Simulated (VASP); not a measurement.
# Al2Pt (Fm-3m) in VASP: notebook

Al2Pt is run at these levels: PBE+D3(BJ); tasks: single point.

Everything below comes from runs of VASP 6.6.1. Logs are shortened: lines on timing, memory, paths and dates and some standing lists are left out, and cuts for length are marked.

## Step 1: The cell of the first run

The structure is cubic, space group Fm-3m (No. 225). Conventional cell: a = 5.885 Å, b = 5.885 Å, c = 5.885 Å, α = 90.00°, β = 90.00°, γ = 90.00°. Within 3.4 Å of Pt (site symmetry m-3m) lie 8 Al at 2.55 Å. Al (site symmetry -43m) has 4 Pt at 2.55 Å and 6 Al at 2.94 Å within 3.4 Å.

## Step 2: Single point, PBE+D3(BJ)

The input, INCAR:

```
PREC = Accurate
ENCUT = 520
EDIFF = 1E-7
ISMEAR = -1
SIGMA = 0.05
LREAL = False
LASPH = True
NELM = 80
ALGO = Fast
ISIF = 2
LWAVE = False
LCHARG = False
GGA = PE
IVDW = 12
NBANDS = 15
```

The input, KPOINTS:

```
regular mesh
0
Gamma
  8 8 8
```

The input, POSCAR:

```
Al2Pt
1.0
    0.0000000000      2.9426459251      2.9426459251
    2.9426459251      0.0000000000      2.9426459251
    2.9426459251      2.9426459251      0.0000000000
Pt Al
1 2
Direct
    0.0000000000      0.0000000000      0.0000000000
    0.7500000000      0.7500000000      0.7500000000
    0.2500000000      0.2500000000      0.2500000000
```

Potentials or basis: VASP PAW PBE potentials, release 64 (Pt, Al).

Run with:

```console
> cat potpaw_PBE.64/Pt/POTCAR potpaw_PBE.64/Al/POTCAR > POTCAR
> mpirun -np 1 vasp_std > vasp.out
```

OUTCAR:

```text
PREC = Accurate
   ENCUT = 520
   EDIFF = 1E-7
   ISMEAR = -1
   LREAL = False
   LASPH = True
   NELM = 80
   ISIF = 2
   GGA = PE
   IVDW = 12
 IVDW          = 12

 ion  position               nearest neighbor table
   1  0.000  0.000  0.000-   2 2.55   2 2.55   2 2.55   2 2.55   3 2.55   3 2.55   3 2.55   3 2.55

   2  0.750  0.750  0.750-   1 2.55   1 2.55   1 2.55   1 2.55   3 2.94   3 2.94   3 2.94   3 2.94
                             3 2.94   3 2.94
   3  0.250  0.250  0.250-   1 2.55   1 2.55   1 2.55   1 2.55   2 2.94   2 2.94   2 2.94   2 2.94
                             2 2.94   2 2.94

  LATTYP: Found a face centered cubic cell.
 ALAT       =     5.8852918502

  Lattice vectors:

 A1 = (   0.0000000000,   2.9426459251,   2.9426459251)
 A2 = (   2.9426459251,   0.0000000000,   2.9426459251)
 A3 = (   2.9426459251,   2.9426459251,   0.0000000000)

Analysis of symmetry for initial positions (statically):
=====================================================================
 Subroutine PRICEL returns:
 Original cell was already a primitive cell.

 Routine SETGRP: Setting up the symmetry group for a
 face centered cubic supercell.

 Subroutine GETGRP returns: Found 48 space group operations
 (whereof 48 operations were pure point group operations)
 out of a pool of 48 trial point group operations.

The static configuration has the point symmetry O_h .

Analysis of symmetry for dynamics (positions and initial velocities):
=====================================================================
 Subroutine PRICEL returns:
 Original cell was already a primitive cell.

 Routine SETGRP: Setting up the symmetry group for a
 face centered cubic supercell.

 Subroutine GETGRP returns: Found 48 space group operations
 (whereof 48 operations were pure point group operations)
 out of a pool of 48 trial point group operations.

The dynamic configuration has the point symmetry O_h .

 Subroutine INISYM returns: Found 48 space group operations
 (whereof 48 operations are pure point group operations),
 and found     1 'primitive' translations

----------------------------------------------------------------------------------------

                                     Primitive cell

  volume of cell :      50.9617

  direct lattice vectors                    reciprocal lattice vectors
     0.000000000  2.942645925  2.942645925    -0.169915108  0.169915108  0.169915108
     2.942645925  0.000000000  2.942645925     0.169915108 -0.169915108  0.169915108
     2.942645925  2.942645925  0.000000000     0.169915108  0.169915108 -0.169915108

  length of vectors
     4.161529777  4.161529777  4.161529777     0.294301600  0.294301600  0.294301600

  position of ions in fractional coordinates (direct lattice)
     0.000000000  0.000000000  0.000000000
     0.750000000  0.750000000  0.750000000
     0.250000000  0.250000000  0.250000000

  ion indices of the primitive-cell ions
   primitive index   ion index
                 1           1
                 2           2
                 3           3

----------------------------------------------------------------------------------------

 KPOINTS: regular mesh

Automatic generation of k-mesh.
 Grid dimensions read from file:
 generate k-points for:    8    8    8

 Generating k-lattice:

  Cartesian coordinates                     Fractional coordinates (reciprocal lattice)
    -0.021239388  0.021239388  0.021239388     0.125000000  0.000000000  0.000000000
     0.021239388 -0.021239388  0.021239388     0.000000000  0.125000000  0.000000000
     0.021239388  0.021239388 -0.021239388     0.000000000  0.000000000  0.125000000

  Length of vectors
     0.036787700  0.036787700  0.036787700

  Shift w.r.t. Gamma in fractional coordinates (k-lattice)
     0.000000000  0.000000000  0.000000000

 Subroutine IBZKPT returns following result:
 ===========================================

 Found     29 irreducible k-points:

 Following reciprocal coordinates:
            Coordinates               Weight
  0.000000  0.000000  0.000000      1.000000
  0.125000  0.000000  0.000000      8.000000
  0.250000  0.000000  0.000000      8.000000
  0.375000  0.000000  0.000000      8.000000
  0.500000  0.000000  0.000000      4.000000
  0.125000  0.125000  0.000000      6.000000
[... 16 lines left out ...]
  0.500000  0.250000  0.125000     48.000000
 -0.375000  0.250000  0.125000     24.000000
 [... further k-points ...]
   k-points           NKPTS =     29   k-points in BZ     NKDIM =     29   number of bands    NBANDS=     15
   number of dos      NEDOS =    301   number of ions     NIONS =      3
   total plane-waves  NPLWV =  32768
   dimension x,y,z NGX =    32 NGY =   32 NGZ =   32
   dimension x,y,z NGXF=    64 NGYF=   64 NGZF=   64
   ions per type =               1   2
   NGX,Y,Z   is equivalent  to a cutoff of  12.78, 12.78, 12.78 a.u.
   NGXF,Y,Z  is equivalent  to a cutoff of  25.57, 25.57, 25.57 a.u.
 SYSTEM =  unknown system
   PREC   = accura    normal or accurate (medium, high low for compatibility)
   ISTART =      0    job   : 0-new  1-cont  2-samecut
   ICHARG =      2    charge: 1-file 2-atom 10-const
   ISPIN  =      1    spin polarized calculation?
   LNONCOLLINEAR =      F non collinear calculations
   LSORBIT =      F    spin-orbit coupling
   LASPH  =      T    aspherical Exc in radial PAW
   ENCUT  =  520.0 eV  38.22 Ry    6.18 a.u.   7.74  7.74  7.74*2*pi/ulx,y,z
   NELM   =     80;   NELMIN=  2; NELMDL= -5     # of ELM steps
   EDIFF  = 0.1E-06   stopping-criterion for ELM
   LREAL  =      F    real-space projection
   EDIFFG = 0.1E-05   stopping-criterion for IOM
   NSW    =      0    number of steps for IOM
   IBRION =     -1    ionic relax: 0-MD 1-quasi-New 2-CG
   NFREE  =      0    steps in history (QN), initial steepest desc. (CG)
   ISIF   =      2    stress and relaxation
   ISYM   =      2    0-nonsym 1-usesym 2-fastsym
   POTIM  = 0.5000    time-step for ionic-motion
   TEBEG  =    0.0;   TEEND  =   0.0 temperature during run
   PSTRESS=    0.0 pullay stress
   NELECT =      16.0000    total number of electrons
   NUPDOWN=      -1.0000    fix difference up-down
   EMIN   =  10.00;   EMAX   =-10.00  energy-range for DOS
   EFERMI =   0.00;   METHOD = LEGACY
   ISMEAR =    -1;   SIGMA  =   0.05  broadening in eV -4-tet -1-fermi 0-gaus
   EFERMI_NEDOS =   21; number of points for ismear=-14 and -15
   IALGO  =     68    algorithm
   IMIX   =      4    mixing-type and parameters
     AMIX     =   0.40;   BMIX     =  1.00
     AMIX_MAG =   1.60;   BMIX_MAG =  1.00
  volume/ion in A,a.u.               =      16.99       114.64
  Fermi-wavevector in a.u.,A,eV,Ry     =   1.112671  2.102644 16.844516  1.238037
  Thomas-Fermi vector in A             =   2.249248
   LORBIT       =      0    0 simple, 1 ext, 2 COOP (PROOUT), +10 PAW based schemes
   GGA     = PE    functional components
   LHFCALC =     F    Hartree Fock is set to
   AEXX    =    0.0000 exact exchange contribution
   IVDW    =    12    specifies the selected vdW correction
   LEPSILON=     F    determine dielectric tensor
   LRPA    =     F    only Hartree local field effects (RPA)
 non-spin polarized calculation
 RMM-DIIS sequential band-by-band and
  energy-cutoff  :      520.00
  volume of cell :       50.96
 maximum number of plane-waves:      1387
   NGX = 15   NGY = 15   NGZ = 15

 number of electron      16.0000000 magnetization

 Free energy of the ion-electron system (eV)
  ---------------------------------------------------
  ext. energy  EPLUGINS =         0.00000000
  ---------------------------------------------------
  free energy    TOTEN  =       -16.22543227 eV

  energy without entropy =      -16.21304112  energy(sigma->0) =      -16.21923669

 E-fermi :   8.0212     XC(G=0): -10.7569

 val. band max:        7.9530168220   @ k =   0.3750   0.2500   0.0000
 cond. band min:       8.0494119653   @ k =  -0.3750   0.1250   0.0000
 fundamental gap:      0.0963951433
 Fermi energy:         8.0211585641

 k-point     1 :       0.0000    0.0000    0.0000
  band No.  band energies     occupation
      1      -2.2693      2.00000
      2       2.9306      2.00000
      3       2.9306      2.00000
      4       2.9306      2.00000
      5       4.3016      2.00000
      6       4.3016      2.00000
      7      11.0995      0.00000
      8      11.8812      0.00000
      9      11.8812      0.00000
     10      11.8812      0.00000
     11      13.5310      0.00000
     12      13.5310      0.00000
     13      13.5310      0.00000
     14      14.4309      0.00000
     15      14.4309      0.00000

 k-point     2 :       0.1250    0.0000    0.0000
  band No.  band energies     occupation
      1      -2.0527      2.00000
      2       2.8061      2.00000
      3       3.0018      2.00000
      4       3.0018      2.00000
      5       4.2787      2.00000
      6       4.2787      2.00000
      7       9.7134      0.00000
      8      11.3353      0.00000
      9      11.3353      0.00000
     10      11.4265      0.00000
     11      14.0112      0.00000
     12      14.0551      0.00000
     13      14.0551      0.00000
     14      14.1613      0.00000
     15      14.1613      0.00000
[... 365 lines left out ...]
      3       3.1469      2.00000
      4       3.5764      2.00000
      5       4.1601      2.00000
      6       4.4153      2.00000
      7       5.2286      2.00000
      8       7.1687      2.00000
      9       8.6347      0.00001
     10      12.0715      0.00000
     11      13.2317      0.00000
     12      14.2564      0.00000
     13      15.2913      0.00000
     14      16.1097      0.00000
     15      17.6398      0.00000

 k-point    24 :      -0.3750    0.2500    0.1250
  band No.  band energies     occupation
      1       0.6826      2.00000
      2       1.9235      2.00000
      3       3.0895      2.00000
      4       3.5904      2.00000
      5       3.8569      2.00000
      6       4.5104      2.00000
      7       4.7783      2.00000
      8       7.0711      2.00000
      9       8.1718      0.09377
     10      11.9445      0.00000
     11      13.3135      0.00000
     12      14.9523      0.00000
     13      15.3625      0.00000
     14      16.5034      0.00000
     15      17.0872      0.00000

 [... further k-points ...]

------------------------ aborting loop because EDIFF is reached ----------------------------------------

 Edisp (eV)   -1.30058

 E8    (eV) :    -0.5917

  FORCE on cell =-STRESS in cart. coord.  units (eV):
  Direction    XX          YY          ZZ          XY          YZ          ZX
  --------------------------------------------------------------------------------------
  -------------------------------------------------------------------------------------
  Total      -0.05517    -0.05517    -0.05517     0.00000    -0.00000     0.00000
  in kB      -1.73442    -1.73442    -1.73442     0.00000    -0.00000     0.00000
  external pressure =       -1.73 kB  Pullay stress =        0.00 kB

 VOLUME and BASIS-vectors are now :
 -----------------------------------------------------------------------------
  energy-cutoff  :      520.00
  volume of cell :       50.96
      direct lattice vectors                 reciprocal lattice vectors
     0.000000000  2.942645925  2.942645925    -0.169915108  0.169915108  0.169915108
     2.942645925  0.000000000  2.942645925     0.169915108 -0.169915108  0.169915108
     2.942645925  2.942645925  0.000000000     0.169915108  0.169915108 -0.169915108

 POSITION                                       TOTAL-FORCE (eV/Angst)
 -----------------------------------------------------------------------------------
      0.00000      0.00000      0.00000        -0.000000     -0.000000      0.000000
      4.41397      4.41397      4.41397        -0.000000     -0.000000      0.000000
      1.47132      1.47132      1.47132         0.000000      0.000000     -0.000000
 -----------------------------------------------------------------------------------
    total drift:                                0.000000     -0.000000      0.000000

  FREE ENERGIE OF THE ION-ELECTRON SYSTEM (eV)
  ---------------------------------------------------
  free  energy   TOTEN  =       -17.5260165377 eV

  energy  without entropy=      -17.5136253891  energy(sigma->0) =      -17.51982096
```

Run time: 10 s. Hardware: 1 thread of Intel Xeon 6975P-C (Granite Rapids), shared host; peak memory 0.19 GiB.

What came out:

```yaml
Free_energy: -17.5260 eV
Pressure: -0.2 GPa
Band_gap_on_the_k_mesh: zero (band 8 reaches 11.88 eV, above the bottom of band 9 at 6.42 eV)
Dispersion_energy_per_atom: -0.434 eV
```

Levels at points of the mesh, in eV from the Fermi level:
```csv
k point,band 5,band 6,band 7,band 8,band 9,band 10,band 11,band 12
"(0.00, 0.00, 0.00)",-3.72,-3.72,3.08,3.86,3.86,3.86,5.51,5.51
"(0.50, 0.00, 0.00)",-3.72,-3.49,-3.49,1.04,1.04,3.82,5.24,5.24
"(0.50, 0.50, 0.00)",-3.80,-3.42,-3.21,-1.60,-1.60,3.26,3.43,8.10
```

Caveat: spin-orbit coupling is left out, which moves the levels of the heavy elements; pairwise dispersion overbinds metals, which lowers pressure and volume.

[end of part 1 of 3]
